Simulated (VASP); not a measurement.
Write the native input for VASP 6.6.1 that does the following.

- Task: single point
- Functional: PBE
- Potentials or basis: VASP PAW PBE potentials, release 64 (Be, Se, O)
- Cutoff: 520 eV
- k mesh: 8 × 6 × 2
- Occupations: gaussian, width 0.2 eV
- Spin: no spin polarisation
- Dipole correction: no
- Further INCAR settings: ALGO = Normal; EDIFF = 1e-07; NBANDS = 33

The structure of Be2SeO2 lies in POSCAR:

```
Be2SeO2
1.0
    2.7002803136     -0.0000973355     -0.0144880619
   -0.0001240423      4.6746125433      0.0408470373
   -0.0609320511      0.0997943512     11.9694514673
Be Se O
4 2 4
Direct
    0.9975506348      0.3410698496      0.3776361198
    0.4973828239      0.8410057597      0.3787567126
    0.5101921884      0.1635685511      0.6223234035
    1.0103631019      0.6636304188      0.6212236426
    0.2326269434     -0.0064902921     -0.0437042329
    0.2364061010      0.4879355015      0.0438301937
    0.4974773954      0.1744626401      0.3764025287
    0.9972927320      0.6744722004      0.3777012259
    1.0102688815      0.3301789504      0.6236670277
    0.5104391976      0.8301664205      0.6221633783
```

The input as run:

INCAR

```
PREC = Accurate
ENCUT = 520
EDIFF = 1E-7
ISMEAR = 0
SIGMA = 0.2
LREAL = False
LASPH = True
NELM = 60
ALGO = Normal
ISIF = 2
LWAVE = False
LCHARG = False
GGA = PE
NBANDS = 33
```

KPOINTS

```
regular mesh
0
Gamma
  8 6 2
```

Potentials or basis: VASP PAW PBE potentials, release 64 (Be, Se, O).

Command:

```sh
$ cat potpaw_PBE.64/Be/POTCAR potpaw_PBE.64/Se/POTCAR potpaw_PBE.64/O/POTCAR > POTCAR
$ mpirun -np 1 vasp_std > vasp.out
```

Results of the run:

The pressure is 0.0 GPa and the largest force is 0.014 eV/Å. The band gap on the k mesh is zero (bands 22 and 23 overlap by 2.25 eV).

Wall time 5.2 min on 1 thread of AMD EPYC 7R43 64-Core Processor (Zen 3), on a shared host, peak memory 0.33 GiB.
